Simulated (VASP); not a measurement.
# Ni (P6_3/mmc) in VASP: notebook

Runs on Ni. Level: PBE. Tasks: single point.

Everything below comes from runs of VASP 6.6.1. Logs are shortened: lines on timing, memory, paths and dates and some standing lists are left out, and cuts for length are marked.

## (1) The cell of the first run

Symmetry: P6_3/mmc, No. 194, hexagonal system. Conventional cell: a = 2.420 Å, b = 2.420 Å, c = 3.966 Å, α = 90.00°, β = 90.00°, γ = 120.00°. Ni (site symmetry -6m2) has 12 Ni at 2.42 to 2.43 Å within 3.2 Å.

This isn't the form of Ni at room conditions, which is fcc.

## (2) Single point, PBE, collinear spin, ferromagnetic start (10.06 Å³/atom)

INCAR reads:

```
PREC     = Accurate       # precision mode
ENCUT    = 520            # plane-wave cutoff, eV
EDIFF    = 1E-6           # SCF threshold, eV
ISMEAR   = -1             # smearing method
SIGMA    = 0.05           # smearing width, eV
LREAL    = F              # projectors in reciprocal space
LASPH    = T              # aspherical terms in the spheres
NELM     = 150            # most SCF steps
ALGO     = Normal         # electronic algorithm
ISIF     = 2              # what is computed and relaxed
LWAVE    = F              # write WAVECAR
LCHARG   = T              # write CHGCAR
ISPIN    = 2              # spin polarisation
MAGMOM   = 0.688 0.688    # initial moments
LORBIT   = 11             # projections on sites
LMAXMIX  = 4              # l up to which the mixer works
GGA      = PE             # functional
LELF     = T              # ELF
LVHAR    = T            
NBANDS   = 21             # bands
```

KPOINTS reads:

```
regular mesh
0
Gamma
  24 24 13
```

POSCAR reads:

```
Ni
1.0
    2.4199244257      0.0000000000      0.0000000000
   -1.2099622129      2.0957160279      0.0000000000
    0.0000000000      0.0000000000      3.9660096647
Ni
2
Direct
    0.3333333333      0.6666666667      0.2500000000
    0.6666666667      0.3333333333      0.7500000000
```

Potentials or basis: VASP PAW PBE potentials, release 64 (Ni).

Command:

```
$ cat potpaw_PBE.64/Ni/POTCAR > POTCAR
$ mpirun -np 1 vasp_std > vasp.out
```

OUTCAR:

```text
PREC = Accurate
   ENCUT = 520
   EDIFF = 1E-6
   ISMEAR = -1
   LREAL = F
   LASPH = T
   NELM = 150
   ISIF = 2
   ISPIN = 2
   LORBIT = 11
   GGA = PE

 ion  position               nearest neighbor table
   1  0.333  0.667  0.250-   2 2.43   2 2.43   2 2.43   2 2.43   2 2.43   2 2.43
   2  0.667  0.333  0.750-   1 2.43   1 2.43   1 2.43   1 2.43   1 2.43   1 2.43

  LATTYP: Found a hexagonal cell.
 ALAT       =     2.4199244257
 C/A-ratio  =     1.6388981501

  Lattice vectors:

 A1 = (   2.4199244257,   0.0000000000,   0.0000000000)
 A2 = (  -1.2099622129,   2.0957160279,   0.0000000000)
 A3 = (   0.0000000000,   0.0000000000,   3.9660096647)

Analysis of symmetry for initial positions (statically):
=====================================================================
 Subroutine PRICEL returns:
 Original cell was already a primitive cell.

 Routine SETGRP: Setting up the symmetry group for a
 hexagonal supercell.

 Subroutine GETGRP returns: Found 24 space group operations
 (whereof 12 operations were pure point group operations)
 out of a pool of 24 trial point group operations.

The static configuration has the point symmetry D_3d.
 The point group associated with its full space group is D_6h.

Analysis of symmetry for dynamics (positions and initial velocities):
=====================================================================
 Subroutine PRICEL returns:
 Original cell was already a primitive cell.

 Routine SETGRP: Setting up the symmetry group for a
 hexagonal supercell.

 Subroutine GETGRP returns: Found 24 space group operations
 (whereof 12 operations were pure point group operations)
 out of a pool of 24 trial point group operations.

The dynamic configuration has the point symmetry D_3d.
 The point group associated with its full space group is D_6h.

Analysis of structural, dynamic, and magnetic symmetry:
=====================================================================
 Subroutine PRICEL returns:
 Original cell was already a primitive cell.

 Routine SETGRP: Setting up the symmetry group for a
 hexagonal supercell.

 Subroutine GETGRP returns: Found 24 space group operations
 (whereof 12 operations were pure point group operations)
 out of a pool of 24 trial point group operations.

The overall configuration has the point symmetry D_3d.
 The point group associated with its full space group is D_6h.

 Subroutine INISYM returns: Found 24 space group operations
 (whereof 12 operations are pure point group operations),
 and found     1 'primitive' translations

----------------------------------------------------------------------------------------

                                     Primitive cell

  volume of cell :      20.1135

  direct lattice vectors                    reciprocal lattice vectors
     2.419924426  0.000000000  0.000000000     0.413236045  0.238581942  0.000000000
    -1.209962213  2.095716028  0.000000000     0.000000000  0.477163884  0.000000000
     0.000000000  0.000000000  3.966009665     0.000000000  0.000000000  0.252142603

  length of vectors
     2.419924426  2.419924426  3.966009665     0.477163884  0.477163884  0.252142603

  position of ions in fractional coordinates (direct lattice)
     0.333333333  0.666666667  0.250000000
     0.666666667  0.333333333  0.750000000

  ion indices of the primitive-cell ions
   primitive index   ion index
                 1           1
                 2           2

----------------------------------------------------------------------------------------

 KPOINTS: regular mesh

Automatic generation of k-mesh.
 Grid dimensions read from file:
 generate k-points for:   24   24   13

 Generating k-lattice:

  Cartesian coordinates                     Fractional coordinates (reciprocal lattice)
     0.017218169  0.009940914  0.000000000     0.041666667 -0.000000000  0.000000000
     0.000000000  0.019881829  0.000000000     0.000000000  0.041666667  0.000000000
     0.000000000  0.000000000  0.019395585     0.000000000  0.000000000  0.076923077

  Length of vectors
     0.019881829  0.019881829  0.019395585

  Shift w.r.t. Gamma in fractional coordinates (k-lattice)
     0.000000000  0.000000000  0.000000000

 Subroutine IBZKPT returns following result:
 ===========================================

 Found    427 irreducible k-points:

 Following reciprocal coordinates:
            Coordinates               Weight
  0.000000  0.000000  0.000000      1.000000
  0.041667  0.000000  0.000000      6.000000
  0.083333  0.000000  0.000000      6.000000
  0.125000  0.000000  0.000000      6.000000
  0.166667  0.000000  0.000000      6.000000
  0.208333  0.000000  0.000000      6.000000
[... 16 lines left out ...]
  0.416667  0.041667  0.000000     12.000000
  0.458333  0.041667  0.000000     12.000000
 [... further k-points ...]
   k-points           NKPTS =    427   k-points in BZ     NKDIM =    427   number of bands    NBANDS=     21
   number of dos      NEDOS =    301   number of ions     NIONS =      2
   total plane-waves  NPLWV =   9720
   dimension x,y,z NGX =    18 NGY =   18 NGZ =   30
   dimension x,y,z NGXF=    36 NGYF=   36 NGZF=   60
   ions per type =               2
   NGX,Y,Z   is equivalent  to a cutoff of  12.37, 12.37, 12.58 a.u.
   NGXF,Y,Z  is equivalent  to a cutoff of  24.73, 24.73, 25.15 a.u.
 SYSTEM =  unknown system
   PREC   = accura    normal or accurate (medium, high low for compatibility)
   ISTART =      0    job   : 0-new  1-cont  2-samecut
   ICHARG =      2    charge: 1-file 2-atom 10-const
   ISPIN  =      2    spin polarized calculation?
   LNONCOLLINEAR =      F non collinear calculations
   LSORBIT =      F    spin-orbit coupling
   LASPH  =      T    aspherical Exc in radial PAW
   ENCUT  =  520.0 eV  38.22 Ry    6.18 a.u.   4.50  4.50  7.37*2*pi/ulx,y,z
   NELM   =    150;   NELMIN=  2; NELMDL= -5     # of ELM steps
   EDIFF  = 0.1E-05   stopping-criterion for ELM
   LREAL  =      F    real-space projection
   EDIFFG = 0.1E-04   stopping-criterion for IOM
   NSW    =      0    number of steps for IOM
   IBRION =     -1    ionic relax: 0-MD 1-quasi-New 2-CG
   NFREE  =      0    steps in history (QN), initial steepest desc. (CG)
   ISIF   =      2    stress and relaxation
   ISYM   =      2    0-nonsym 1-usesym 2-fastsym
   POTIM  = 0.5000    time-step for ionic-motion
   TEBEG  =    0.0;   TEEND  =   0.0 temperature during run
   PSTRESS=    0.0 pullay stress
   NELECT =      20.0000    total number of electrons
   NUPDOWN=      -1.0000    fix difference up-down
   EMIN   =  10.00;   EMAX   =-10.00  energy-range for DOS
   EFERMI =   0.00;   METHOD = LEGACY
   ISMEAR =    -1;   SIGMA  =   0.05  broadening in eV -4-tet -1-fermi 0-gaus
   EFERMI_NEDOS =   21; number of points for ismear=-14 and -15
   IALGO  =     38    algorithm
   IMIX   =      4    mixing-type and parameters
     AMIX     =   0.40;   BMIX     =  1.00
     AMIX_MAG =   1.60;   BMIX_MAG =  1.00
  volume/ion in A,a.u.               =      10.06        67.87
  Fermi-wavevector in a.u.,A,eV,Ry     =   1.634013  3.087837 36.327533  2.669998
  Thomas-Fermi vector in A             =   2.725723
   LORBIT       =     11    0 simple, 1 ext, 2 COOP (PROOUT), +10 PAW based schemes
   GGA     = PE    functional components
   LHFCALC =     F    Hartree Fock is set to
   AEXX    =    0.0000 exact exchange contribution
   IVDW    =     0    specifies the selected vdW correction
   LEPSILON=     F    determine dielectric tensor
   LRPA    =     F    only Hartree local field effects (RPA)
 spin polarized calculation
  energy-cutoff  :      520.00
  volume of cell :       20.11
 maximum number of plane-waves:       561
 NGX is ok and might be reduce to    18
   NGX =  9   NGY =  9   NGZ = 15

 number of electron      19.9999972 magnetization       1.2231006

 Free energy of the ion-electron system (eV)
  ---------------------------------------------------
  ext. energy  EPLUGINS =         0.00000000
  ---------------------------------------------------
  free energy    TOTEN  =       -10.80792891 eV

  energy without entropy =      -10.77486130  energy(sigma->0) =      -10.79139511

 E-fermi :  10.5596     XC(G=0): -13.7253

 val. band max:       10.5589401604   @ k =   0.4167   0.1667   0.3846
 cond. band min:      10.5599022334   @ k =   0.4583  -0.0000   0.1538
 fundamental gap:      0.0009620730
 Fermi energy:        10.5595555608

 spin component 1

 k-point     1 :       0.0000    0.0000    0.0000
  band No.  band energies     occupation
      1       0.9627      1.00000
      2       5.2725      1.00000
      3       7.9195      1.00000
      4       8.0208      1.00000
      5       8.0208      1.00000
      6       8.3243      1.00000
[... 13 lines left out ...]
     20      37.8373      0.00000
     21      42.7692      0.00000
[... 529 lines left out ...]
 k-point    24 :       0.4583    0.0417    0.0000
  band No.  band energies     occupation
      1       5.6763      1.00000
      2       5.8120      1.00000
      3       6.0987      1.00000
      4       7.8552      1.00000
      5       7.9370      1.00000
      6       8.0555      1.00000
[... 13 lines left out ...]
     20      36.1182      0.00000
     21      39.9622      0.00000

 [... further k-points ...]

 spin component 2

 k-point     1 :       0.0000    0.0000    0.0000
  band No.  band energies     occupation
      1       0.9406      1.00000
      2       5.6596      1.00000
      3       8.5996      1.00000
      4       8.6721      1.00000
      5       8.6721      1.00000
      6       8.9951      1.00000
[... 13 lines left out ...]
     20      37.9268      0.00000
     21      42.7138      0.00000
[... 529 lines left out ...]
 k-point    24 :       0.4583    0.0417    0.0000
  band No.  band energies     occupation
      1       6.0196      1.00000
      2       6.2946      1.00000
      3       6.5546      1.00000
      4       8.1529      1.00000
      5       8.5463      1.00000
      6       8.6120      1.00000
[... 13 lines left out ...]
     20      36.2081      0.00000
     21      40.0065      0.00000

 [... further k-points ...]
[... 5 lines left out ...]
  --------------------------------------------------------------------------------------
  -------------------------------------------------------------------------------------
  Total        2.4243378      2.4243378      2.4938577     -0.0000000      0.0000000      0.0000000
  in kB      193.1148705    193.1148705    198.6525979     -0.0000000      0.0000000      0.0000000
  external PRESSURE =     194.9607797 kB  Pullay stress =       0.0000000 kB

 VOLUME and BASIS-vectors are now :
 -----------------------------------------------------------------------------
  energy-cutoff  :      520.00
  volume of cell :       20.11
      direct lattice vectors                 reciprocal lattice vectors
     2.419924426  0.000000000  0.000000000     0.413236045  0.238581942  0.000000000
    -1.209962213  2.095716028  0.000000000     0.000000000  0.477163884  0.000000000
     0.000000000  0.000000000  3.966009665     0.000000000  0.000000000  0.252142603

 POSITION                                       TOTAL-FORCE (eV/Angst)
 -----------------------------------------------------------------------------------
     -0.00000      1.39714      0.99150         0.000000      0.000000      0.000000
      1.20996      0.69857      2.97451        -0.000000      0.000000      0.000000
 -----------------------------------------------------------------------------------
    total drift:                               -0.000000      0.000000     -0.000000

  FREE ENERGIE OF THE ION-ELECTRON SYSTEM (eV)
  ---------------------------------------------------
  free  energy   TOTEN  =       -10.8079289077 eV

  energy  without entropy=      -10.7748613041  energy(sigma->0) =      -10.79139511

 total charge

# of ion       s       p       d       tot
------------------------------------------
    1        0.532   0.572   8.359   9.462
    2        0.532   0.572   8.359   9.462
--------------------------------------------------
tot          1.064   1.143  16.718  18.925

 magnetization (x)

# of ion       s       p       d       tot
------------------------------------------
    1       -0.005  -0.025   0.646   0.616
    2       -0.005  -0.025   0.646   0.616
--------------------------------------------------
tot         -0.010  -0.049   1.291   1.232
```

Run time: 6.8 min. Hardware: 1 thread of AMD EPYC 9755, shared host; peak memory 0.3 GiB.

Results:

| Quantity | Value |
| --- | --- |
| Free energy | -10.8079 eV |
| Pressure | 19.5 GPa |
| Net moment | 1.22 μB per cell |
| Site moments | Ni +0.62 μB |
| Valence electrons inside the program's atomic spheres | Ni 9.46 |

Stress tensor (GPa, compression positive):
```
19.31  0.00  0.00
 0.00 19.31  0.00
 0.00  0.00 19.87
```

Caveat: the cell stands under pressure.

## (3) Single point, PBE, collinear spin, ferromagnetic start (10.49 Å³/atom)

This run uses another cell than the first one, of 10.49 Å³/atom.

INCAR reads:

```
  PREC = Accurate
  ENCUT = 520
  EDIFF = 1E-6
  ISMEAR = -1
  SIGMA = 0.05
  LREAL = False
  LASPH = True
  NELM = 150
  ALGO = Normal
  ISIF = 2
  LWAVE = False
  LCHARG = True
  ISPIN = 2
  MAGMOM = 0.688 0.688
  LORBIT = 11
  LMAXMIX = 4
  GGA = PE
  LELF = True
  LVHAR = True
  NBANDS = 21
```

KPOINTS is that of step 2.

POSCAR reads:

```
Ni
1.0
    2.4544994459      0.0000000000      0.0000000000
   -1.2272497230      2.1256588738      0.0000000000
    0.0000000000      0.0000000000      4.0226746013
Ni
2
Direct
    0.3333333333      0.6666666667      0.2500000000
    0.6666666667      0.3333333333      0.7500000000
```

Potentials or basis: VASP PAW PBE potentials, release 64 (Ni).

Command:

```
$ cat potpaw_PBE.64/Ni/POTCAR > POTCAR
$ mpirun -np 1 vasp_std > vasp.out
```

Wall time 6.9 min (1 thread of AMD EPYC 9755, shared host); peak memory 0.29 GiB.

Results (log left out):

* Free energy: -10.8837 eV
* Pressure: 8.5 GPa
* Net moment: 1.25 μB per cell
* Site moments: Ni +0.63 μB
* Valence electrons inside the program's atomic spheres: Ni 9.38

Stress tensor (GPa, compression positive):
```
8.32 0.00 0.00
0.00 8.32 0.00
0.00 0.00 8.79
```

Levels at points of the mesh, in eV from the Fermi level:
Spin up:
```
           k point  band 9  band 10  band 11  band 12  band 13  band 14
(0.00, 0.00, 0.00)   -1.72    -0.73    -0.73    -0.42     5.86    22.91
(0.50, 0.00, 0.00)   -0.54    -0.49     1.20     3.15     9.54    10.14
```
Spin down:
```
           k point  band 6  band 7  band 8  band 9  band 10  band 11  band 12  band 13
(0.00, 0.00, 0.00)   -1.46   -1.46   -1.05   -1.05    -0.47    -0.02    -0.02     6.27
(0.50, 0.00, 0.00)   -1.83   -1.45    0.15    0.19     0.28     1.67     3.53     9.66
```

Caveat: the cell stands under pressure.
